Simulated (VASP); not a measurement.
# TiSi16 (a cell with a defect) in VASP: notebook

Runs on TiSi16 (a cell with a defect). Level: PBE+D3(BJ). Tasks: single point.

Program: VASP 6.6.1. These are calculated values, not measurements. Logs are shortened: lines on timing, memory, paths and dates and some standing lists are left out, and cuts for length are marked.

## Step 1: The cell of the first run

The cell holds a defect, 17 atoms: a = 7.679 Å, b = 7.679 Å, c = 7.679 Å, α = 60.00°, β = 60.00°, γ = 60.00°.

## Step 2: Single point, PBE+D3(BJ)

Contents of INCAR:

```
SYSTEM = TiSi16
PREC = Accurate
ENCUT = 520
EDIFF = 1E-6
ISMEAR = 0
SIGMA = 0.05
LREAL = Auto
LASPH = .True.
NELM = 60
ALGO = Normal
ISIF = 2
LWAVE = .False.
LCHARG = .False.
GGA = PE
IVDW = 12
NBANDS = 52
```

Contents of KPOINTS:

```
regular mesh
0
Gamma
  2 2 2
  0 0 0
```

Contents of POSCAR:

```
TiSi16
1.0
    0.0000000000      5.4300000000      5.4300000000
    5.4300000000      0.0000000000      5.4300000000
    5.4300000000      5.4300000000      0.0000000000
Si Ti
16 1
Direct
   -0.0069461326     -0.0075639963      0.0216693370
    0.1260512891      0.1265135359      0.1369816759
    0.0027830571      0.0041907919      0.5158613260
    0.1133402394      0.1132205341      0.6597299263
    0.0063961326      0.4995447514     -0.0056876611
    0.1264849908      0.6101717311      0.1366255064
    0.0039631676      0.4767309392      0.5148303867
    0.1432953959      0.6179948435      0.6201340700
    0.4992813076      0.0061768877     -0.0047965930
    0.6101961326      0.1262891344      0.1374563536
    0.4768942910      0.0036627993      0.5166804788
    0.6178820442      0.1429179558      0.6212216390
    0.4995159300      0.4993708103     -0.0052120626
    0.6357370166      0.6354974217      0.0930779006
    0.5120113260      0.5113404236      0.4649717311
    0.6183816759      0.6178982505      0.6206827808
    0.8647920810      0.8646101289      0.4057014733
```

Potentials or basis: VASP PAW PBE potentials, release 64 (Si, Ti_sv).

The run is started by

```
$ cat potpaw_PBE.64/Si/POTCAR potpaw_PBE.64/Ti_sv/POTCAR > POTCAR
$ mpirun -np 1 vasp_std > vasp.out
```

OUTCAR:

```text
SYSTEM = TiSi16
   PREC = Accurate
   ENCUT = 520
   EDIFF = 1E-6
   ISMEAR = 0
   LREAL = Auto
   LASPH = .True.
   NELM = 60
   ISIF = 2
   GGA = PE
   IVDW = 12
 IVDW          = 12

 ion  position               nearest neighbor table
   1  0.993  0.992  0.022-   4 2.27   6 2.40   2 2.40  10 2.40  17 2.41
   2  0.126  0.127  0.137-   5 2.34   9 2.34   3 2.38   1 2.40  17 2.84
   3  0.003  0.004  0.516-   4 2.28   2 2.38  12 2.42   8 2.43  17 2.43
   4  0.113  0.113  0.660-   1 2.27   3 2.28  11 2.28   7 2.28
   5  0.006  0.500  0.994-  14 2.33   6 2.34   2 2.34   8 2.35
   6  0.126  0.610  0.137-  13 2.34   5 2.34   7 2.37   1 2.40  17 2.84
   7  0.004  0.477  0.515-   4 2.28   6 2.37  16 2.42   8 2.42  17 2.44
   8  0.143  0.618  0.620-  15 2.32   5 2.35   7 2.42   3 2.43  17 2.69
   9  0.499  0.006  0.995-  14 2.33   2 2.34  10 2.34  12 2.35
  10  0.610  0.126  0.137-  13 2.34   9 2.34  11 2.38   1 2.40  17 2.84
  11  0.477  0.004  0.517-   4 2.28  10 2.38  12 2.42  16 2.42  17 2.44
  12  0.618  0.143  0.621-  15 2.32   9 2.35  11 2.42   3 2.42  17 2.69
  13  0.500  0.499  0.995-  14 2.33   6 2.34  10 2.34  16 2.35
  14  0.636  0.635  0.093-   5 2.33  13 2.33   9 2.33  15 2.33
  15  0.512  0.511  0.465-  12 2.32  16 2.32   8 2.32  14 2.33
  16  0.618  0.618  0.621-  15 2.32  13 2.35   7 2.42  11 2.42  17 2.69
  17  0.865  0.865  0.406-   1 2.41   3 2.43  11 2.44   7 2.44   8 2.69  16 2.69  12 2.69  10 2.84
                             2 2.84   6 2.84

  LATTYP: Found a face centered cubic cell.
 ALAT       =    10.8600000000

  Lattice vectors:

 A1 = (   0.0000000000,   5.4300000000,   5.4300000000)
 A2 = (   5.4300000000,   0.0000000000,   5.4300000000)
 A3 = (   5.4300000000,   5.4300000000,   0.0000000000)

Analysis of symmetry for initial positions (statically):
=====================================================================
 Subroutine PRICEL returns:
 Original cell was already a primitive cell.

 Routine SETGRP: Setting up the symmetry group for a
 face centered cubic supercell.

 Subroutine GETGRP returns: Found  1 space group operations
 (whereof  1 operations were pure point group operations)
 out of a pool of 48 trial point group operations.

The static configuration has the point symmetry C_1 .

Analysis of symmetry for dynamics (positions and initial velocities):
=====================================================================
 Subroutine PRICEL returns:
 Original cell was already a primitive cell.

 Routine SETGRP: Setting up the symmetry group for a
 face centered cubic supercell.

 Subroutine GETGRP returns: Found  1 space group operations
 (whereof  1 operations were pure point group operations)
 out of a pool of 48 trial point group operations.

The dynamic configuration has the point symmetry C_1 .

 Subroutine INISYM returns: Found  1 space group operations
 (whereof  1 operations are pure point group operations),
 and found     1 'primitive' translations

----------------------------------------------------------------------------------------

                                     Primitive cell

  volume of cell :     320.2060

  direct lattice vectors                    reciprocal lattice vectors
     0.000000000  5.430000000  5.430000000    -0.092081031  0.092081031  0.092081031
     5.430000000  0.000000000  5.430000000     0.092081031 -0.092081031  0.092081031
     5.430000000  5.430000000  0.000000000     0.092081031  0.092081031 -0.092081031

  length of vectors
     7.679179644  7.679179644  7.679179644     0.159489025  0.159489025  0.159489025

  position of ions in fractional coordinates (direct lattice)
     0.993053867  0.992436004  0.021669337
     0.126051289  0.126513536  0.136981676
     0.002783057  0.004190792  0.515861326
     0.113340239  0.113220534  0.659729926
     0.006396133  0.499544751  0.994312339
     0.126484991  0.610171731  0.136625506
[... 9 lines left out ...]
     0.618381676  0.617898250  0.620682781
     0.864792081  0.864610129  0.405701473

  ion indices of the primitive-cell ions
   primitive index   ion index
                 1           1
                 2           2
                 3           3
                 4           4
                 5           5
                 6           6
[... 9 lines left out ...]
                16          16
                17          17

----------------------------------------------------------------------------------------

 KPOINTS: regular mesh

Automatic generation of k-mesh.
 Grid dimensions read from file:
 generate k-points for:    2    2    2

 Generating k-lattice:

  Cartesian coordinates                     Fractional coordinates (reciprocal lattice)
    -0.046040516  0.046040516  0.046040516     0.500000000  0.000000000  0.000000000
     0.046040516 -0.046040516  0.046040516     0.000000000  0.500000000  0.000000000
     0.046040516  0.046040516 -0.046040516     0.000000000  0.000000000  0.500000000

  Length of vectors
     0.079744512  0.079744512  0.079744512

  Shift w.r.t. Gamma in fractional coordinates (k-lattice)
     0.000000000  0.000000000  0.000000000

 Subroutine IBZKPT returns following result:
 ===========================================

 Found      8 irreducible k-points:

 Following reciprocal coordinates:
            Coordinates               Weight
  0.000000  0.000000  0.000000      1.000000
  0.500000  0.000000  0.000000      1.000000
  0.000000  0.500000  0.000000      1.000000
  0.000000  0.000000  0.500000      1.000000
  0.500000  0.500000  0.500000      1.000000
  0.500000  0.500000  0.000000      1.000000
  0.000000  0.500000  0.500000      1.000000
  0.500000  0.000000  0.500000      1.000000
   k-points           NKPTS =      8   k-points in BZ     NKDIM =      8   number of bands    NBANDS=     52
   number of dos      NEDOS =    301   number of ions     NIONS =     17
   total plane-waves  NPLWV = 216000
   dimension x,y,z NGX =    60 NGY =   60 NGZ =   60
   dimension x,y,z NGXF=   120 NGYF=  120 NGZF=  120
   ions per type =              16   1
   NGX,Y,Z   is equivalent  to a cutoff of  12.99, 12.99, 12.99 a.u.
   NGXF,Y,Z  is equivalent  to a cutoff of  25.98, 25.98, 25.98 a.u.
 SYSTEM =  TiSi16
   PREC   = accura    normal or accurate (medium, high low for compatibility)
   ISTART =      0    job   : 0-new  1-cont  2-samecut
   ICHARG =      2    charge: 1-file 2-atom 10-const
   ISPIN  =      1    spin polarized calculation?
   LNONCOLLINEAR =      F non collinear calculations
   LSORBIT =      F    spin-orbit coupling
   LASPH  =      T    aspherical Exc in radial PAW
   ENCUT  =  520.0 eV  38.22 Ry    6.18 a.u.  14.28 14.28 14.28*2*pi/ulx,y,z
   NELM   =     60;   NELMIN=  2; NELMDL= -5     # of ELM steps
   EDIFF  = 0.1E-05   stopping-criterion for ELM
   LREAL  =      T    real-space projection
   EDIFFG = 0.1E-04   stopping-criterion for IOM
   NSW    =      0    number of steps for IOM
   IBRION =     -1    ionic relax: 0-MD 1-quasi-New 2-CG
   NFREE  =      0    steps in history (QN), initial steepest desc. (CG)
   ISIF   =      2    stress and relaxation
   ISYM   =      2    0-nonsym 1-usesym 2-fastsym
   POTIM  = 0.5000    time-step for ionic-motion
   TEBEG  =    0.0;   TEEND  =   0.0 temperature during run
   PSTRESS=    0.0 pullay stress
   NELECT =      76.0000    total number of electrons
   NUPDOWN=      -1.0000    fix difference up-down
   EMIN   =  10.00;   EMAX   =-10.00  energy-range for DOS
   EFERMI =   0.00;   METHOD = LEGACY
   ISMEAR =     0;   SIGMA  =   0.05  broadening in eV -4-tet -1-fermi 0-gaus
   EFERMI_NEDOS =   21; number of points for ismear=-14 and -15
   IALGO  =     38    algorithm
   IMIX   =      4    mixing-type and parameters
     AMIX     =   0.40;   BMIX     =  1.00
     AMIX_MAG =   1.60;   BMIX_MAG =  1.00
  volume/ion in A,a.u.               =      18.84       127.11
  Fermi-wavevector in a.u.,A,eV,Ry     =   1.013607  1.915439 13.978610  1.027399
  Thomas-Fermi vector in A             =   2.146786
   LORBIT       =      0    0 simple, 1 ext, 2 COOP (PROOUT), +10 PAW based schemes
   GGA     = PE    functional components
   LHFCALC =     F    Hartree Fock is set to
   AEXX    =    0.0000 exact exchange contribution
   IVDW    =    12    specifies the selected vdW correction
   LEPSILON=     F    determine dielectric tensor
   LRPA    =     F    only Hartree local field effects (RPA)
 non-spin polarized calculation
 Gauss-broadening in eV      SIGMA  =   0.05
  energy-cutoff  :      520.00
  volume of cell :      320.21
 maximum number of plane-waves:      8646
 NGX is ok and might be reduce to    60
   NGX = 29   NGY = 29   NGZ = 29

 number of electron      76.0000000 magnetization

 Free energy of the ion-electron system (eV)
  ---------------------------------------------------
  ext. energy  EPLUGINS =         0.00000000
  ---------------------------------------------------
  free energy    TOTEN  =       -92.08694550 eV

  energy without entropy =      -92.06100256  energy(sigma->0) =      -92.07397403

 E-fermi :   6.8947     XC(G=0):  -9.7575

 val. band max:        6.8927247960   @ k =   0.5000   0.0000   0.0000
 cond. band min:       6.8952070999   @ k =   0.5000   0.5000   0.5000
 fundamental gap:      0.0024823040
 Fermi energy:         6.8947164413

 k-point     1 :       0.0000    0.0000    0.0000
  band No.  band energies     occupation
      1     -49.8602      2.00000
      2     -26.2402      2.00000
      3     -26.2308      2.00000
      4     -26.2266      2.00000
      5      -5.7104      2.00000
      6      -3.5128      2.00000
[... 42 lines left out ...]
     49       8.2349      0.00000
     50       8.4952      0.00000

 k-point     2 :       0.5000    0.0000    0.0000
  band No.  band energies     occupation
      1     -49.8602      2.00000
      2     -26.2402      2.00000
      3     -26.2308      2.00000
      4     -26.2266      2.00000
      5      -5.0039      2.00000
      6      -4.7883      2.00000
[... 310 lines left out ...]
 k-point     8 :       0.5000    0.0000    0.5000
  band No.  band energies     occupation
      1     -49.8602      2.00000
      2     -26.2402      2.00000
      3     -26.2308      2.00000
      4     -26.2266      2.00000
      5      -4.6801      2.00000
      6      -4.5901      2.00000
[... 42 lines left out ...]
     49       9.8593      0.00000
     50      10.5039      0.00000
 [bands above 50 left out]

------------------------ aborting loop because EDIFF is reached ----------------------------------------

 Edisp (eV)   -5.83732

 E8    (eV) :    -2.4418

  FORCE on cell =-STRESS in cart. coord.  units (eV):
  Direction    XX          YY          ZZ          XY          YZ          ZX
  --------------------------------------------------------------------------------------
  -------------------------------------------------------------------------------------
  Total       1.38185     1.48119     1.43466    -0.15635     0.20677     0.16223
  in kB       6.91421     7.41124     7.17842    -0.78231     1.03459     0.81171
  external pressure =        7.17 kB  Pullay stress =        0.00 kB

 VOLUME and BASIS-vectors are now :
 -----------------------------------------------------------------------------
  energy-cutoff  :      520.00
  volume of cell :      320.21
      direct lattice vectors                 reciprocal lattice vectors
     0.000000000  5.430000000  5.430000000    -0.092081031  0.092081031  0.092081031
     5.430000000  0.000000000  5.430000000     0.092081031 -0.092081031  0.092081031
     5.430000000  5.430000000  0.000000000     0.092081031  0.092081031 -0.092081031

 POSITION                                       TOTAL-FORCE (eV/Angst)
 -----------------------------------------------------------------------------------
      5.50659      5.50995     10.78121        -0.119405     -0.121333      0.112588
      1.43078      1.42827      1.37143         0.008023      0.006856     -0.009418
      2.82388      2.81624      0.03787        -0.007383     -0.000273     -0.131210
      4.19712      4.19777      1.23023        -0.080168     -0.076029      0.079868
      8.11164      5.43385      2.74726         0.052304      0.019672     -0.051670
      4.05511      1.42869      4.00005         0.010349      0.004541     -0.007856
[... 9 lines left out ...]
      6.72549      6.72812      6.71300         0.062419      0.059925      0.026221
      6.89779      6.89878      9.39065        -0.333866     -0.338329      0.337405
 -----------------------------------------------------------------------------------
    total drift:                                0.001543     -0.004203      0.002992

  FREE ENERGIE OF THE ION-ELECTRON SYSTEM (eV)
  ---------------------------------------------------
  free  energy   TOTEN  =       -97.9242621013 eV

  energy  without entropy=      -97.8983191695  energy(sigma->0) =      -97.91129064
```

Run time: 9.3 min. Hardware: 1 thread of Intel Xeon 8259CL, shared host; peak memory 0.49 GiB.

What came out:

```yaml
Free_energy: -97.9243 eV
Pressure: 0.7 GPa
Largest_force: 0.583 eV/Å
Band_gap_on_the_k_mesh: zero (bands 38 and 39 overlap by 0.34 eV)
Dispersion_energy_per_atom: -0.343 eV
```

Forces in eV/Å, atoms in the order of the input:
```
Si  -0.119 -0.121  0.113
Si   0.008  0.007 -0.009
Si  -0.007  0.000 -0.131
Si  -0.080 -0.076  0.080
Si   0.052  0.020 -0.052
Si   0.010  0.005 -0.008
Si   0.128 -0.002  0.001
Si   0.068 -0.030 -0.063
Si   0.020  0.051 -0.049
Si   0.000  0.013 -0.002
Si  -0.009  0.130  0.002
Si  -0.023  0.062 -0.059
Si   0.050  0.052 -0.017
Si   0.088  0.087 -0.086
Si   0.085  0.081 -0.082
Si   0.062  0.060  0.026
Ti  -0.334 -0.338  0.337
```

Caveat: the k points lie up to 0.50 Å⁻¹ apart.

[end of part 1 of 3]

The gap in the log of VASP goes by the Fermi energy; the results here count the filled bands.